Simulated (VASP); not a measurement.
# Y (P6_3/mmc) in VASP: further runs

Y is run at these levels: LDA; tasks: electric field gradients.

Program: VASP 6.6.1. These are calculated values, not measurements. Logs are shortened: lines on timing, memory, paths and dates and some standing lists are left out, and cuts for length are marked.

## Step 1: The cell of the first run

It takes space group P6_3/mmc (No. 194, hexagonal). Conventional cell: a = 3.651 Å, b = 3.651 Å, c = 5.805 Å, α = 90.00°, β = 90.00°, γ = 120.00°. Y (site symmetry -6m2) has 12 Y at 3.59 to 3.65 Å within 4.7 Å.

## Step 2: Electric field gradients, LDA (zz strain of +1 %)

INCAR reads:

```
SYSTEM = Y
PREC = Accurate
ENCUT = 520
EDIFF = 1E-8
ISMEAR = -1
SIGMA = 0.08
LREAL = .False.
LASPH = .True.
NELM = 80
ALGO = Normal
ISIF = 2
LWAVE = .False.
LCHARG = .False.
GGA = CA
LEFG = .True.
NBANDS = 18
```

KPOINTS reads:

```
regular mesh
0
Gamma
  12 12 7
  0 0 0
```

POSCAR reads:

```
Y
1.0
    3.6514992371      0.0000000000      0.0000000000
   -1.8257496185      3.1622911012      0.0000000000
    0.0000000000      0.0000000000      5.8048740000
Y
2
Direct
    0.3333333333      0.6666666667      0.2500000000
    0.6666666667      0.3333333333      0.7500000000
```

Potentials or basis: VASP PAW LDA potentials, release 64 (Y_sv).

Command:

```sh
$ cat potpaw_LDA.64/Y_sv/POTCAR > POTCAR
$ mpirun -np 1 vasp_std > vasp.out
```

OUTCAR:

```text
SYSTEM = Y
   PREC = Accurate
   ENCUT = 520
   EDIFF = 1E-8
   ISMEAR = -1
   LREAL = .False.
   LASPH = .True.
   NELM = 80
   ISIF = 2
   GGA = CA

 ion  position               nearest neighbor table
   1  0.333  0.667  0.250-   2 3.59   2 3.59   2 3.59   2 3.59   2 3.59   2 3.59
   2  0.667  0.333  0.750-   1 3.59   1 3.59   1 3.59   1 3.59   1 3.59   1 3.59

  LATTYP: Found a hexagonal cell.
 ALAT       =     3.6514992371
 C/A-ratio  =     1.5897234596

  Lattice vectors:

 A1 = (   3.6514992371,   0.0000000000,   0.0000000000)
 A2 = (  -1.8257496185,   3.1622911012,   0.0000000000)
 A3 = (   0.0000000000,   0.0000000000,   5.8048740000)

Analysis of symmetry for initial positions (statically):
=====================================================================
 Subroutine PRICEL returns:
 Original cell was already a primitive cell.

 Routine SETGRP: Setting up the symmetry group for a
 hexagonal supercell.

 Subroutine GETGRP returns: Found 24 space group operations
 (whereof 12 operations were pure point group operations)
 out of a pool of 24 trial point group operations.

The static configuration has the point symmetry D_3d.
 The point group associated with its full space group is D_6h.

Analysis of symmetry for dynamics (positions and initial velocities):
=====================================================================
 Subroutine PRICEL returns:
 Original cell was already a primitive cell.

 Routine SETGRP: Setting up the symmetry group for a
 hexagonal supercell.

 Subroutine GETGRP returns: Found 24 space group operations
 (whereof 12 operations were pure point group operations)
 out of a pool of 24 trial point group operations.

The dynamic configuration has the point symmetry D_3d.
 The point group associated with its full space group is D_6h.

 Subroutine INISYM returns: Found 24 space group operations
 (whereof 12 operations are pure point group operations),
 and found     1 'primitive' translations

----------------------------------------------------------------------------------------

                                     Primitive cell

  volume of cell :      67.0295

  direct lattice vectors                    reciprocal lattice vectors
     3.651499237  0.000000000  0.000000000     0.273860115  0.158113211  0.000000000
    -1.825749618  3.162291101  0.000000000     0.000000000  0.316226422  0.000000000
     0.000000000  0.000000000  5.804874000     0.000000000  0.000000000  0.172269028

  length of vectors
     3.651499237  3.651499237  5.804874000     0.316226422  0.316226422  0.172269028

  position of ions in fractional coordinates (direct lattice)
     0.333333333  0.666666667  0.250000000
     0.666666667  0.333333333  0.750000000

  ion indices of the primitive-cell ions
   primitive index   ion index
                 1           1
                 2           2

----------------------------------------------------------------------------------------

 KPOINTS: regular mesh

Automatic generation of k-mesh.
 Grid dimensions read from file:
 generate k-points for:   12   12    7

 Generating k-lattice:

  Cartesian coordinates                     Fractional coordinates (reciprocal lattice)
     0.022821676  0.013176101  0.000000000     0.083333333  0.000000000  0.000000000
     0.000000000  0.026352202  0.000000000     0.000000000  0.083333333  0.000000000
     0.000000000  0.000000000  0.024609861     0.000000000  0.000000000  0.142857143

  Length of vectors
     0.026352202  0.026352202  0.024609861

  Shift w.r.t. Gamma in fractional coordinates (k-lattice)
     0.000000000  0.000000000  0.000000000

 Subroutine IBZKPT returns following result:
 ===========================================

 Found     76 irreducible k-points:

 Following reciprocal coordinates:
            Coordinates               Weight
  0.000000  0.000000  0.000000      1.000000
  0.083333  0.000000  0.000000      6.000000
  0.166667  0.000000  0.000000      6.000000
  0.250000 -0.000000  0.000000      6.000000
  0.333333  0.000000  0.000000      6.000000
  0.416667  0.000000  0.000000      6.000000
[... 16 lines left out ...]
  0.250000 -0.000000  0.142857     12.000000
  0.333333  0.000000  0.142857     12.000000
 [... further k-points ...]
   k-points           NKPTS =     76   k-points in BZ     NKDIM =     76   number of bands    NBANDS=     18
   number of dos      NEDOS =    301   number of ions     NIONS =      2
   total plane-waves  NPLWV =  37632
   dimension x,y,z NGX =    28 NGY =   28 NGZ =   48
   dimension x,y,z NGXF=    56 NGYF=   56 NGZF=   96
   ions per type =               2
   NGX,Y,Z   is equivalent  to a cutoff of  12.75, 12.75, 13.75 a.u.
   NGXF,Y,Z  is equivalent  to a cutoff of  25.50, 25.50, 27.49 a.u.
 SYSTEM =  Y
   PREC   = accura    normal or accurate (medium, high low for compatibility)
   ISTART =      0    job   : 0-new  1-cont  2-samecut
   ICHARG =      2    charge: 1-file 2-atom 10-const
   ISPIN  =      1    spin polarized calculation?
   LNONCOLLINEAR =      F non collinear calculations
   LSORBIT =      F    spin-orbit coupling
   LASPH  =      T    aspherical Exc in radial PAW
   ENCUT  =  520.0 eV  38.22 Ry    6.18 a.u.   6.79  6.79 10.79*2*pi/ulx,y,z
   NELM   =     80;   NELMIN=  2; NELMDL= -5     # of ELM steps
   EDIFF  = 0.1E-07   stopping-criterion for ELM
   LREAL  =      F    real-space projection
   EDIFFG = 0.1E-06   stopping-criterion for IOM
   NSW    =      0    number of steps for IOM
   IBRION =     -1    ionic relax: 0-MD 1-quasi-New 2-CG
   NFREE  =      0    steps in history (QN), initial steepest desc. (CG)
   ISIF   =      2    stress and relaxation
   ISYM   =      2    0-nonsym 1-usesym 2-fastsym
   POTIM  = 0.5000    time-step for ionic-motion
   TEBEG  =    0.0;   TEEND  =   0.0 temperature during run
   PSTRESS=    0.0 pullay stress
   NELECT =      22.0000    total number of electrons
   NUPDOWN=      -1.0000    fix difference up-down
   EMIN   =  10.00;   EMAX   =-10.00  energy-range for DOS
   EFERMI =   0.00;   METHOD = LEGACY
   ISMEAR =    -1;   SIGMA  =   0.08  broadening in eV -4-tet -1-fermi 0-gaus
   EFERMI_NEDOS =   21; number of points for ismear=-14 and -15
   IALGO  =     38    algorithm
   IMIX   =      4    mixing-type and parameters
     AMIX     =   0.40;   BMIX     =  1.00
     AMIX_MAG =   1.60;   BMIX_MAG =  1.00
  volume/ion in A,a.u.               =      33.51       226.17
  Fermi-wavevector in a.u.,A,eV,Ry     =   1.129260  2.133991 17.350518  1.275227
  Thomas-Fermi vector in A             =   2.265952
   LORBIT       =      0    0 simple, 1 ext, 2 COOP (PROOUT), +10 PAW based schemes
   GGA     = CA    functional components
   LHFCALC =     F    Hartree Fock is set to
   AEXX    =    0.0000 exact exchange contribution
   IVDW    =     0    specifies the selected vdW correction
   LEPSILON=     F    determine dielectric tensor
   LRPA    =     F    only Hartree local field effects (RPA)
 non-spin polarized calculation
  energy-cutoff  :      520.00
  volume of cell :       67.03
 maximum number of plane-waves:      1824
 NGX is ok and might be reduce to    28
   NGX = 13   NGY = 13   NGZ = 21

 number of electron      22.0000001 magnetization

 Free energy of the ion-electron system (eV)
  ---------------------------------------------------
  ext. energy  EPLUGINS =         0.00000000
  ---------------------------------------------------
  free energy    TOTEN  =       -13.82167773 eV

  energy without entropy =      -13.73608838  energy(sigma->0) =      -13.77888306

 E-fermi :   2.7340     XC(G=0):  -9.5636

 val. band max:        2.7180674286   @ k =   0.3333   0.0000   0.4286
 cond. band min:       2.7350437271   @ k =   0.3333   0.1667   0.4286
 fundamental gap:      0.0169762984
 Fermi energy:         2.7340498292

 k-point     1 :       0.0000    0.0000    0.0000
  band No.  band energies     occupation
      1     -39.7730      2.00000
      2     -39.7073      2.00000
      3     -20.1474      2.00000
      4     -19.6947      2.00000
      5     -19.6947      2.00000
      6     -19.6146      2.00000
[... 10 lines left out ...]
     17       5.4713      0.00000
     18       5.4713      0.00000
[... 463 lines left out ...]
 k-point    24 :       0.3333    0.0000    0.1429
  band No.  band energies     occupation
      1     -39.7311      2.00000
      2     -39.6971      2.00000
      3     -20.0302      2.00000
      4     -19.9310      2.00000
      5     -19.8950      2.00000
      6     -19.7752      2.00000
[... 10 lines left out ...]
     17       6.4306      0.00000
     18       6.7019      0.00000

 [... further k-points ...]

------------------------ aborting loop because EDIFF is reached ----------------------------------------

  FORCE on cell =-STRESS in cart. coord.  units (eV):
  Direction    XX          YY          ZZ          XY          YZ          ZX
  --------------------------------------------------------------------------------------
  -------------------------------------------------------------------------------------
  Total       -1.6612352     -1.6612352     -2.1078505     -0.0000000     -0.0000000      0.0000000
  in kB      -39.7078023    -39.7078023    -50.3830583     -0.0000000     -0.0000000      0.0000000
  external PRESSURE =     -43.2662209 kB  Pullay stress =       0.0000000 kB

 VOLUME and BASIS-vectors are now :
 -----------------------------------------------------------------------------
  energy-cutoff  :      520.00
  volume of cell :       67.03
      direct lattice vectors                 reciprocal lattice vectors
     3.651499237  0.000000000  0.000000000     0.273860115  0.158113211  0.000000000
    -1.825749618  3.162291101  0.000000000     0.000000000  0.316226422  0.000000000
     0.000000000  0.000000000  5.804874000     0.000000000  0.000000000  0.172269028

 POSITION                                       TOTAL-FORCE (eV/Angst)
 -----------------------------------------------------------------------------------
     -0.00000      2.10819      1.45122        -0.000000      0.000000      0.000000
      1.82575      1.05410      4.35366         0.000000     -0.000000      0.000000
 -----------------------------------------------------------------------------------
    total drift:                                0.000000     -0.000000      0.000000

  FREE ENERGIE OF THE ION-ELECTRON SYSTEM (eV)
  ---------------------------------------------------
  free  energy   TOTEN  =       -13.8216777322 eV

  energy  without entropy=      -13.7360883807  energy(sigma->0) =      -13.77888306

 Electric field gradients (V/A^2)
---------------------------------------------------------------------
 ion       V_xx      V_yy      V_zz      V_xy      V_xz      V_yz
---------------------------------------------------------------------
   1     -10.501   -10.501    21.002     0.000    -0.000     0.000
   2     -10.501   -10.501    21.002     0.000     0.000    -0.000
---------------------------------------------------------------------

 Electric field gradients after diagonalization (V/A^2)
 (convention: |V_zz| > |V_xx| > |V_yy|)
----------------------------------------------------------------------
 ion       V_xx      V_yy      V_zz     asymmetry (V_yy - V_xx)/ V_zz
----------------------------------------------------------------------
   1     -10.501   -10.501    21.002       0.000
   2     -10.501   -10.501    21.002       0.000
----------------------------------------------------------------------

           NMR quadrupolar parameters

 Cq : quadrupolar parameter    Cq=e*Q*V_zz/h
 eta: asymmetry parameters     (V_yy - V_xx)/ V_zz
 Q  : nuclear electric quadrupole moment in mb (millibarn)
----------------------------------------------------------------------
 ion       Cq(MHz)       eta       Q (mb)
----------------------------------------------------------------------
   1       0.051       0.000       1.000
   2       0.051       0.000       1.000
----------------------------------------------------------------------
```

Wall time 52 s (1 thread of AMD EPYC 9R45 (Zen 5), shared host); peak memory 0.19 GiB.

What came out:

* Free energy: -13.8217 eV
* Pressure: -4.3 GPa
* Band gap on the k mesh: zero (band 11 reaches 3.56 eV, above the bottom of band 12 at 2.33 eV)

Stress tensor (GPa, compression positive):
```
-3.97  0.00  0.00
 0.00 -3.97  0.00
 0.00  0.00 -5.04
```

Electric field gradients, principal values (V/Å²):
```tsv
atom	least	middle	greatest (by size)
1 Y	-10.501	-10.501	21.002
2 Y	-10.501	-10.501	21.002
```

Caveat: the cell differs from its parent crystal (zz strain of +1 %); without QUAD_EFG the Cq values of the log hold for a quadrupole moment of 1 mb, not for the nuclei.

[end of part 1 of 2]
